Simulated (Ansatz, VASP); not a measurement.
## NaF: VASP beside Ansatz

The input INCAR:

```
SYSTEM = NaF
PREC = Accurate
ENCUT = 520
EDIFF = 1E-7
ISMEAR = 0
SIGMA = 0.05
LREAL = .FALSE.
LASPH = .TRUE.
NELM = 60
ALGO = Normal
ISIF = 2
LWAVE = .FALSE.
LCHARG = .TRUE.
GGA = PS
LELF = .TRUE.
LVHAR = .TRUE.
NBANDS = 14
```

File KPOINTS:

```
Automatic mesh
0
G
  8 8 8
  0 0 0
```

POSCAR

```
NaF
1.0
    0.0000000000      2.4394650000      2.3233000000
    2.4394650000      0.0000000000      2.3233000000
    2.4394650000      2.4394650000      0.0000000000
Na F
1 1
Direct
    0.0000000000      0.0000000000      0.0000000000
    0.5000000000      0.5000000000      0.5000000000
```

Input for Ansatz:

```yaml
crystal:
  lattice:
    - [0.0, 2.439465, 2.3233]
    - [2.439465, 0.0, 2.3233]
    - [2.439465, 2.439465, 0.0]
  atoms:
    - { symbol: Na, position: [0.0, 0.0, 0.0] }
    - { symbol: F, position: [0.5, 0.5, 0.5] }
basis:
  ecutwfc: 420
kpoints:
  mp_grid: { grid: [8, 8, 8] }
hamiltonian:
  xc: pbesol
scf:
  occupations: { method: gaussian, width: 0.05 }
output:
  forces: true
  stress: true
  eigenvalues: true
```

Change from the starting cell: strain +0.050 along x and y, +0.000 along z, atoms carried along.

Alike in both runs: task single point; functional PBEsol; k mesh 8 × 8 × 8; occupations gaussian, width 0.05 eV; no spin polarisation.

|  | VASP | Ansatz |
| --- | --- | --- |
| version | VASP 6.6.1 | Ansatz 0.2.0 |
| potentials or method | VASP PAW PBE potentials, release 64 (Na_pv, F), cutoff 520 eV | scalar-relativistic, plane waves, PAW |
| valence electrons in the cell | 14 | 16 |

```csv
,VASP,Ansatz,Ansatz less VASP
gap on the k mesh at the Fermi level (eV),5.65,5.66,+0.017
least direct gap on the mesh (eV),5.65,5.66,+0.017
pressure (GPa),-4.0,-3.9,+0.06
"traceless stress, the component that is largest in VASP (GPa)",1.52,1.45,-0.072
```

VASP's potentials were made for PBE, not for PBEsol. With one functional, cell and mesh, what is left measures potentials, basis and numerics. VASP's potentials hold 14 valence electrons a cell and Ansatz's 16, so a difference there can come from the potentials and not from the codes.
